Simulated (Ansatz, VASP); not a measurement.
One calculation of Hf, two programs

File INCAR:

```
SYSTEM = Hf
PREC     = Accurate       ! precision mode
ENCUT    = 500            ! plane-wave cutoff, eV
EDIFF    = 1E-6           ! SCF threshold, eV
ISMEAR   = 0              ! smearing method
SIGMA    = 0.05           ! smearing width, eV
LREAL    = .False.        ! projectors in reciprocal space
LASPH    = .True.         ! aspherical terms in the spheres
NELM     = 120            ! most SCF steps
ALGO     = Normal         ! electronic algorithm
ISIF     = 2              ! what is computed and relaxed
LWAVE    = .False.        ! write WAVECAR
LCHARG   = .False.        ! write CHGCAR
GGA      = PE             ! functional
NBANDS   = 11             ! bands
GGA_COMPAT= .False.
```

File KPOINTS:

```
Automatic mesh
0
Gamma
  8 8 8
  0 0 0
```

POSCAR

```
Hf
1.0
   -1.7733967552      1.7733967552      1.7733967552
    1.7733967552     -1.7733967552      1.7733967552
    1.7733967552      1.7733967552     -1.7733967552
Hf
1
Direct
    0.0000000000      0.0000000000      0.0000000000
```

Input for Ansatz:

```yaml
crystal:
  lattice:
    - [-1.7733967552, 1.7733967552, 1.7733967552]
    - [1.7733967552, -1.7733967552, 1.7733967552]
    - [1.7733967552, 1.7733967552, -1.7733967552]
  atoms:
    - { symbol: Hf, position: [0.0, 0.0, 0.0] }
basis:
  ecutwfc: 600
  ecutrho_ratio: 5
kpoints:
  mp_grid: { grid: [8, 8, 8] }
hamiltonian:
  xc: pbe
scf:
  occupations: { method: gaussian, width: 0.05 }
output:
  forces: true
  stress: true
  eigenvalues: true
```

Alike in both runs: task single point; functional PBE; k mesh 8 × 8 × 8; occupations gaussian, width 0.05 eV; no spin polarisation.

```csv
,VASP,Ansatz
version,VASP 6.6.1,Ansatz 0.2.0
potentials or method,"VASP PAW PBE potentials, release 64 (Hf_pv), cutoff 500 eV","scalar-relativistic, plane waves, PAW"
valence electrons in the cell,10,26
```

|  | VASP | Ansatz | Ansatz less VASP |
| --- | --- | --- | --- |
| gap on the k mesh at the Fermi level (eV) | none | none | - |
| pressure (GPa) | -0.6 | -0.3 | +0.36 |

A gap of «none» marks a metal or a gap that the smearing closes. VASP's potentials hold 10 valence electrons a cell and Ansatz's 26, so a difference there can come from the potentials and not from the codes.

Spin-orbit coupling is off throughout.
